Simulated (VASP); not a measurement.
# AlV2C (P6_3/mmc) in VASP: further runs

The runs below take AlV2C through single point, with PBEsol.

Everything below comes from runs of VASP 6.6.1. Logs are shortened: lines on timing, memory, paths and dates and some standing lists are left out, and cuts for length are marked.

## 1. The cell of the first run

Symmetry: P6_3/mmc, No. 194, hexagonal system. Conventional cell: a = 2.879 Å, b = 2.879 Å, c = 13.026 Å, α = 90.00°, β = 90.00°, γ = 120.00°. Al (site symmetry -6m2) has 6 V at 2.72 Å and 6 Al at 2.88 Å and 6 C at 3.66 Å within 3.7 Å. Within 2.6 Å of V (site symmetry 3m) lie 3 C at 2.00 Å. Within 2.6 Å of C (site symmetry -3m) lie 6 V at 2.00 Å.

## 2. Single point, PBEsol

INCAR reads:

```
  PREC = Accurate
  ENCUT = 520
  EDIFF = 1E-6
  ISMEAR = 0
  SIGMA = 0.1
  LREAL = F
  LASPH = T
  NELM = 80
  ALGO = Normal
  ISIF = 2
  LWAVE = F
  LCHARG = F
  GGA = PS
  NBANDS = 43
```

KPOINTS reads:

```
Automatic mesh
0
Gamma
  15 15 4
```

POSCAR reads:

```
AlV2C
1.0
    2.8791241487      0.0000000000      0.0000000000
   -1.4395620744      2.4933946534      0.0000000000
    0.0000000000      0.0000000000     13.0258357164
Al V C
2 4 2
Direct
    0.3333333333      0.6666666667      0.2500000000
    0.6666666667      0.3333333333      0.7500000000
    0.3333333333      0.6666666667      0.5850072631
    0.6666666667      0.3333333333      0.4149927369
    0.6666666667      0.3333333333      0.0850072631
    0.3333333333      0.6666666667      0.9149927369
    0.0000000000      0.0000000000      0.0000000000
    0.0000000000      0.0000000000      0.5000000000
```

Potentials or basis: VASP PAW PBE potentials, release 64 (Al, V_sv, C).

Command:

```sh
> cat potpaw_PBE.64/Al/POTCAR potpaw_PBE.64/V_sv/POTCAR potpaw_PBE.64/C/POTCAR > POTCAR
> mpirun -np 1 vasp_std > vasp.out
```

OUTCAR:

```text
PREC = Accurate
   ENCUT = 520
   EDIFF = 1E-6
   ISMEAR = 0
   LREAL = F
   LASPH = T
   NELM = 80
   ISIF = 2
   GGA = PS

 ion  position               nearest neighbor table
   1  0.333  0.667  0.250-   4 2.72   5 2.72   4 2.72   5 2.72   4 2.72   5 2.72
   2  0.667  0.333  0.750-   3 2.72   6 2.72   3 2.72   6 2.72   3 2.72   6 2.72
   3  0.333  0.667  0.585-   8 2.00   8 2.00   8 2.00   2 2.72   2 2.72   2 2.72   4 2.77   4 2.77
                             4 2.77
   4  0.667  0.333  0.415-   8 2.00   8 2.00   8 2.00   1 2.72   1 2.72   1 2.72   3 2.77   3 2.77
                             3 2.77
   5  0.667  0.333  0.085-   7 2.00   7 2.00   7 2.00   1 2.72   1 2.72   1 2.72   6 2.77   6 2.77
                             6 2.77
   6  0.333  0.667  0.915-   7 2.00   7 2.00   7 2.00   2 2.72   2 2.72   2 2.72   5 2.77   5 2.77
                             5 2.77
   7  0.000  0.000  0.000-   5 2.00   6 2.00   5 2.00   6 2.00   5 2.00   6 2.00
   8  0.000  0.000  0.500-   3 2.00   4 2.00   4 2.00   3 2.00   4 2.00   3 2.00

  LATTYP: Found a hexagonal cell.
 ALAT       =     2.8791241487
 C/A-ratio  =     4.5242355118

  Lattice vectors:

 A1 = (   2.8791241487,   0.0000000000,   0.0000000000)
 A2 = (  -1.4395620744,   2.4933946534,   0.0000000000)
 A3 = (   0.0000000000,   0.0000000000,  13.0258357164)

Analysis of symmetry for initial positions (statically):
=====================================================================
 Subroutine PRICEL returns:
 Original cell was already a primitive cell.

 Routine SETGRP: Setting up the symmetry group for a
 hexagonal supercell.

 Subroutine GETGRP returns: Found 24 space group operations
 (whereof 12 operations were pure point group operations)
 out of a pool of 24 trial point group operations.

The static configuration has the point symmetry D_3d.
 The point group associated with its full space group is D_6h.

Analysis of symmetry for dynamics (positions and initial velocities):
=====================================================================
 Subroutine PRICEL returns:
 Original cell was already a primitive cell.

 Routine SETGRP: Setting up the symmetry group for a
 hexagonal supercell.

 Subroutine GETGRP returns: Found 24 space group operations
 (whereof 12 operations were pure point group operations)
 out of a pool of 24 trial point group operations.

The dynamic configuration has the point symmetry D_3d.
 The point group associated with its full space group is D_6h.

 Subroutine INISYM returns: Found 24 space group operations
 (whereof 12 operations are pure point group operations),
 and found     1 'primitive' translations

----------------------------------------------------------------------------------------

                                     Primitive cell

  volume of cell :      93.5098

  direct lattice vectors                    reciprocal lattice vectors
     2.879124149  0.000000000  0.000000000     0.347327850  0.200529828  0.000000000
    -1.439562074  2.493394653  0.000000000     0.000000000  0.401059655  0.000000000
     0.000000000  0.000000000 13.025835716     0.000000000  0.000000000  0.076770506

  length of vectors
     2.879124149  2.879124149 13.025835716     0.401059655  0.401059655  0.076770506

  position of ions in fractional coordinates (direct lattice)
     0.333333333  0.666666667  0.250000000
     0.666666667  0.333333333  0.750000000
     0.333333333  0.666666667  0.585007263
     0.666666667  0.333333333  0.414992737
     0.666666667  0.333333333  0.085007263
     0.333333333  0.666666667  0.914992737
     0.000000000  0.000000000  0.000000000
     0.000000000  0.000000000  0.500000000

  ion indices of the primitive-cell ions
   primitive index   ion index
                 1           1
                 2           2
                 3           3
                 4           4
                 5           5
                 6           6
                 7           7
                 8           8

----------------------------------------------------------------------------------------

 KPOINTS: Automatic mesh

Automatic generation of k-mesh.
 Grid dimensions read from file:
 generate k-points for:   15   15    4

 Generating k-lattice:

  Cartesian coordinates                     Fractional coordinates (reciprocal lattice)
     0.023155190  0.013368655  0.000000000     0.066666667  0.000000000  0.000000000
     0.000000000  0.026737310  0.000000000     0.000000000  0.066666667  0.000000000
     0.000000000  0.000000000  0.019192627     0.000000000  0.000000000  0.250000000

  Length of vectors
     0.026737310  0.026737310  0.019192627

  Shift w.r.t. Gamma in fractional coordinates (k-lattice)
     0.000000000  0.000000000  0.000000000

 Subroutine IBZKPT returns following result:
 ===========================================

 Found     81 irreducible k-points:

 Following reciprocal coordinates:
            Coordinates               Weight
  0.000000  0.000000  0.000000      1.000000
  0.066667 -0.000000  0.000000      6.000000
  0.133333 -0.000000  0.000000      6.000000
  0.200000 -0.000000  0.000000      6.000000
  0.266667 -0.000000  0.000000      6.000000
  0.333333 -0.000000  0.000000      6.000000
[... 16 lines left out ...]
  0.333333  0.200000  0.000000     12.000000
  0.400000  0.200000  0.000000      6.000000
 [... further k-points ...]
   k-points           NKPTS =     81   k-points in BZ     NKDIM =     81   number of bands    NBANDS=     43
   number of dos      NEDOS =    301   number of ions     NIONS =      8
   total plane-waves  NPLWV =  56448
   dimension x,y,z NGX =    24 NGY =   24 NGZ =   98
   dimension x,y,z NGXF=    48 NGYF=   48 NGZF=  196
   ions per type =               2   4   2
   NGX,Y,Z   is equivalent  to a cutoff of  13.86, 13.86, 12.51 a.u.
   NGXF,Y,Z  is equivalent  to a cutoff of  27.72, 27.72, 25.02 a.u.
 SYSTEM =  unknown system
   PREC   = accura    normal or accurate (medium, high low for compatibility)
   ISTART =      0    job   : 0-new  1-cont  2-samecut
   ICHARG =      2    charge: 1-file 2-atom 10-const
   ISPIN  =      1    spin polarized calculation?
   LNONCOLLINEAR =      F non collinear calculations
   LSORBIT =      F    spin-orbit coupling
   LASPH  =      T    aspherical Exc in radial PAW
   ENCUT  =  520.0 eV  38.22 Ry    6.18 a.u.   5.35  5.35 24.22*2*pi/ulx,y,z
   NELM   =     80;   NELMIN=  2; NELMDL= -5     # of ELM steps
   EDIFF  = 0.1E-05   stopping-criterion for ELM
   LREAL  =      F    real-space projection
   EDIFFG = 0.1E-04   stopping-criterion for IOM
   NSW    =      0    number of steps for IOM
   IBRION =     -1    ionic relax: 0-MD 1-quasi-New 2-CG
   NFREE  =      0    steps in history (QN), initial steepest desc. (CG)
   ISIF   =      2    stress and relaxation
   ISYM   =      2    0-nonsym 1-usesym 2-fastsym
   POTIM  = 0.5000    time-step for ionic-motion
   TEBEG  =    0.0;   TEEND  =   0.0 temperature during run
   PSTRESS=    0.0 pullay stress
   NELECT =      66.0000    total number of electrons
   NUPDOWN=      -1.0000    fix difference up-down
   EMIN   =  10.00;   EMAX   =-10.00  energy-range for DOS
   EFERMI =   0.00;   METHOD = LEGACY
   ISMEAR =     0;   SIGMA  =   0.10  broadening in eV -4-tet -1-fermi 0-gaus
   EFERMI_NEDOS =   21; number of points for ismear=-14 and -15
   IALGO  =     38    algorithm
   IMIX   =      4    mixing-type and parameters
     AMIX     =   0.40;   BMIX     =  1.00
     AMIX_MAG =   1.60;   BMIX_MAG =  1.00
  volume/ion in A,a.u.               =      11.69        78.88
  Fermi-wavevector in a.u.,A,eV,Ry     =   1.457596  2.754457 28.906745  2.124586
  Thomas-Fermi vector in A             =   2.574379
   LORBIT       =      0    0 simple, 1 ext, 2 COOP (PROOUT), +10 PAW based schemes
   GGA     = PS    functional components
   LHFCALC =     F    Hartree Fock is set to
   AEXX    =    0.0000 exact exchange contribution
   IVDW    =     0    specifies the selected vdW correction
   LEPSILON=     F    determine dielectric tensor
   LRPA    =     F    only Hartree local field effects (RPA)
 non-spin polarized calculation
 Gauss-broadening in eV      SIGMA  =   0.10
  energy-cutoff  :      520.00
  volume of cell :       93.51
 maximum number of plane-waves:      2557
 NGX is ok and might be reduce to    24
   NGX = 11   NGY = 11   NGZ = 49

 number of electron      66.0000013 magnetization

 Free energy of the ion-electron system (eV)
  ---------------------------------------------------
  ext. energy  EPLUGINS =         0.00000000
  ---------------------------------------------------
  free energy    TOTEN  =       -70.58704022 eV

  energy without entropy =      -70.56596481  energy(sigma->0) =      -70.57650252

 E-fermi :   9.6804     XC(G=0): -12.3985

 val. band max:        9.6796639071   @ k =   0.1333   0.0667   0.2500
 cond. band min:       9.6831279905   @ k =   0.2000  -0.0000   0.2500
 fundamental gap:      0.0034640834
 Fermi energy:         9.6804146020

 k-point     1 :       0.0000    0.0000    0.0000
  band No.  band energies     occupation
      1     -54.4340      2.00000
      2     -54.4340      2.00000
      3     -54.3639      2.00000
      4     -54.3638      2.00000
      5     -28.6223      2.00000
      6     -28.6200      2.00000
[... 35 lines left out ...]
     42      11.1510      0.00000
     43      13.0322      0.00000

 k-point     2 :       0.0667   -0.0000    0.0000
  band No.  band energies     occupation
      1     -54.4310      2.00000
      2     -54.4309      2.00000
      3     -54.3622      2.00000
      4     -54.3621      2.00000
      5     -28.6177      2.00000
      6     -28.6154      2.00000
[... 1004 lines left out ...]
 k-point    24 :       0.4000    0.2000    0.0000
  band No.  band energies     occupation
      1     -54.3463      2.00000
      2     -54.3463      2.00000
      3     -54.3319      2.00000
      4     -54.3318      2.00000
      5     -28.5958      2.00000
      6     -28.5954      2.00000
[... 35 lines left out ...]
     42      12.0258      0.00000
     43      12.3475      0.00000

 [... further k-points ...]

------------------------ aborting loop because EDIFF is reached ----------------------------------------

  FORCE on cell =-STRESS in cart. coord.  units (eV):
  Direction    XX          YY          ZZ          XY          YZ          ZX
  --------------------------------------------------------------------------------------
  -------------------------------------------------------------------------------------
  Total        0.2194515      0.2194515      0.2175383     -0.0000000      0.0000000      0.0000000
  in kB        3.7600364      3.7600364      3.7272569     -0.0000000      0.0000000      0.0000000
  external PRESSURE =       3.7491099 kB  Pullay stress =       0.0000000 kB

 VOLUME and BASIS-vectors are now :
 -----------------------------------------------------------------------------
  energy-cutoff  :      520.00
  volume of cell :       93.51
      direct lattice vectors                 reciprocal lattice vectors
     2.879124149  0.000000000  0.000000000     0.347327850  0.200529828  0.000000000
    -1.439562074  2.493394653  0.000000000     0.000000000  0.401059655  0.000000000
     0.000000000  0.000000000 13.025835716     0.000000000  0.000000000  0.076770506

 POSITION                                       TOTAL-FORCE (eV/Angst)
 -----------------------------------------------------------------------------------
     -0.00000      1.66226      3.25646         0.000000     -0.000000      0.000000
      1.43956      0.83113      9.76938         0.000000      0.000000      0.000000
     -0.00000      1.66226      7.62021         0.000000     -0.000000      0.036319
      1.43956      0.83113      5.40563        -0.000000      0.000000     -0.036319
      1.43956      0.83113      1.10729         0.000000      0.000000      0.036319
     -0.00000      1.66226     11.91855        -0.000000     -0.000000     -0.036319
      0.00000      0.00000      0.00000         0.000000     -0.000000      0.000000
      0.00000      0.00000      6.51292         0.000000     -0.000000      0.000000
 -----------------------------------------------------------------------------------
    total drift:                               -0.000000      0.000000     -0.000000

  FREE ENERGIE OF THE ION-ELECTRON SYSTEM (eV)
  ---------------------------------------------------
  free  energy   TOTEN  =       -70.5870402170 eV

  energy  without entropy=      -70.5659648150  energy(sigma->0) =      -70.57650252
```

Wall time 3.4 min (1 thread of AMD EPYC 9R45 (Zen 5), shared host); peak memory 0.37 GiB.

Results:

| Quantity | Value |
| --- | --- |
| Free energy | -70.5870 eV |
| Pressure | 0.4 GPa |
| Largest force | 0.036 eV/Å |
| Band gap on the k mesh | zero (bands 33 and 34 overlap by 1.68 eV) |

Forces in eV/Å, atoms in the order of the input:
```
Al   0.000  0.000  0.000
Al   0.000  0.000  0.000
V    0.000  0.000  0.036
V    0.000  0.000 -0.036
V    0.000  0.000  0.036
V    0.000  0.000 -0.036
C    0.000  0.000  0.000
C    0.000  0.000  0.000
```

Caveat: the PAW data sets were made with another functional, which shifts forces and pressure a little.

[end of part 1 of 2]

The gap in the log of VASP goes by the Fermi energy; the results here count the filled bands.